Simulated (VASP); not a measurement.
Runs of VASP 6.6.1 on BP. The structure is that of space group F-43m (No. 216), or close to it. The cells are those of the table. 

```tsv
task	level	cell	k mesh	k mesh for the DOS	occupations for the DOS	gap on the mesh (eV)	pressure (GPa)
single point	PBE	a = 3.259 Å, angles 60.0°, 2 atoms	12 × 12 × 12	-	-	1.30	-6.1
single point	PBE	a = 3.173 Å, angles 60.0°, 2 atoms	12 × 12 × 12	-	-	1.19	(a)
single point	PBE	a = 3.216 Å, angles 60.0°, 2 atoms	12 × 12 × 12	-	-	1.25	(b)
single point	RPBE	a = 3.216 Å, angles 60.0°, 2 atoms	12 × 12 × 12	-	-	1.26	2.3
single point	RPBE	a = 3.216 Å, angles 60.0°, 2 atoms	15 × 15 × 15	-	-	1.26	2.3
```

Alike in all rows: potentials or basis VASP PAW PBE potentials, release 64 (B, P); no spin polarisation; cutoff (eV) 520; smearing gaussian 0.05 eV.

**Question.** Estimate the missing entries.

**Answer.** (a) 6.9; (b) -0.2.

Caveats: the PAW data sets were made with another functional, which shifts forces and pressure a little (some runs).

A k mesh can miss the band edges.
